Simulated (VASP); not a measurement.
Runs of VASP 6.6.1 on SnSe (zincblende type). The structure is that of space group F-43m (No. 216), or close to it. The cells are those of the table. 

```csv
task,cell,k mesh for the DOS,occupations for the DOS,gap on the mesh (eV),pressure (GPa)
single point,"a = 4.215 Å, angles 60.0°, 2 atoms",-,-,none,(a)
single point,"a = 4.507 Å, angles 60.0°, 2 atoms",-,-,none,5.1
single point,"a = 4.366 Å, angles 60.0°, 2 atoms",-,-,none,10.7
single point,"a = 3.853 Å, angles 60.0°, 2 atoms",-,-,none,61.7
```

Alike in all rows: level PBEsol; potentials or basis VASP PAW PBE potentials, release 64 (Sn_d, Se); no spin polarisation; k mesh 12 × 12 × 12; cutoff (eV) 520; smearing fermi-dirac 0.08 eV.

Fill in the values left out.

(a) 19.4.

Caveats: the PAW data sets were made with another functional, which shifts forces and pressure a little; spin-orbit coupling is left out, which moves the levels of the heavy elements.

A k mesh can miss the band edges, and the runs leave out spin-orbit coupling on Se, Sn.

A gap of «none» marks levels without a gap at the run's occupations.
